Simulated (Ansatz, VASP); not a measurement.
## CdH2O2 in VASP and in Ansatz

Contents of INCAR:

```
PREC = Accurate
ENCUT = 520
EDIFF = 1E-6
ISMEAR = 0
SIGMA = 0.05
LREAL = F
LASPH = T
NELM = 80
ALGO = Normal
ISIF = 2
LWAVE = F
LCHARG = F
GGA = PS
NBANDS = 21
```

The input KPOINTS:

```
regular mesh
0
Gamma
  9 9 6
```

The input POSCAR:

```
CdH2O2
1.0
    3.8398216553      0.0000000000      0.0000000000
   -1.9199108277      3.3253830995      0.0000000000
    0.0000000000      0.0000000000      4.4413930000
Cd H O
1 2 2
Direct
    0.3333333333      0.6666666667      0.9873000000
    0.0000000000      0.0000000000      0.0080770000
    0.6666666667      0.3333333333      0.4318850000
    0.0000000000      0.0000000000      0.7861940000
    0.6666666667      0.3333333333      0.2118940000
```

Input for Ansatz:

```yaml
crystal:
  lattice:
    - [3.8398216553, 0.0, 0.0]
    - [-1.9199108277, 3.3253830995, 0.0]
    - [0.0, 0.0, 4.441393]
  atoms:
    - { symbol: Cd, position: [0.3333333333, 0.6666666667, 0.9873] }
    - { symbol: H, position: [0.0, 0.0, 0.008077] }
    - { symbol: H, position: [0.6666666667, 0.3333333333, 0.431885] }
    - { symbol: O, position: [0.0, 0.0, 0.786194] }
    - { symbol: O, position: [0.6666666667, 0.3333333333, 0.211894] }
basis:
  ecutwfc: 420
kpoints:
  mp_grid: { grid: [9, 9, 6] }
hamiltonian:
  xc: pbesol
scf:
  occupations: { method: gaussian, width: 0.05 }
output:
  forces: true
  stress: true
  eigenvalues: true
```

Alike in both runs: task single point; functional PBEsol; k mesh 9 × 9 × 6; occupations gaussian, width 0.05 eV; no spin polarisation.

|  | VASP | Ansatz |
| --- | --- | --- |
| version | VASP 6.6.1 | Ansatz 0.2.0 |
| potentials or method | VASP PAW PBE potentials, release 64 (Cd, H, O), cutoff 520 eV | scalar-relativistic, plane waves, PAW |
| valence electrons in the cell | 26 | 34 |

```tsv
	VASP	Ansatz	Ansatz less VASP
gap on the k mesh at the Fermi level (eV)	1.13	1.14	+0.015
least direct gap on the mesh (eV)	1.65	1.66	+0.014
pressure (GPa)	-3.8	-4.3	-0.56
traceless stress, the component that is largest in VASP (GPa)	2.51	2.29	-0.224
rms of the force components (eV/Å)	0.165	0.144	-0.0208
```

VASP's potentials were made for PBE, not for PBEsol. Atom by atom the forces differ by 0.075 eV/Å (rms over components). VASP's potentials hold 26 valence electrons a cell and Ansatz's 34, so a difference there can come from the potentials and not from the codes.
